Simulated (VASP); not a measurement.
TePb:

```
CELL_PARAMETERS angstrom
5.49841 -0.04124 0.00000
-2.78492 4.78238 0.00000
0.00000 0.00000 6.57536
ATOMIC_POSITIONS crystal
Pb 0.33394 0.66670 0.93795
Pb 0.66606 0.33330 0.43795
Te 0.33551 0.66672 0.43705
Te 0.66449 0.33328 0.93705
```

This cell differs from its parent crystal: shear xy strain -1.5%.

Base run:

| Property | Result |
| --- | --- |
| Program | VASP 6.6.1 |
| Functional | r2SCAN |
| Potentials or basis | VASP PAW PBE potentials, release 64 (Pb_d, Te) |
| Cutoff | 520 eV |
| k mesh | 6 × 6 × 4 |
| Occupations | gaussian, width 0.01 eV |
| Spin | no spin polarisation |

Its results: band gap on the k mesh 1.39 eV, direct; pressure 0.0 GPa.

The run is repeated on the same cell with these changes: functional from r2SCAN to PBE; occupations from gaussian, width 0.01 eV to fermi-dirac, width 0.02 eV. What comes out?

Band gap on the k mesh 1.13 eV, direct; pressure 0.5 GPa.

Caveats: spin-orbit coupling is left out, which moves the levels of the heavy elements; the PAW data sets were made with another functional, which shifts forces and pressure a little (some runs).

A k mesh can miss the band edges.
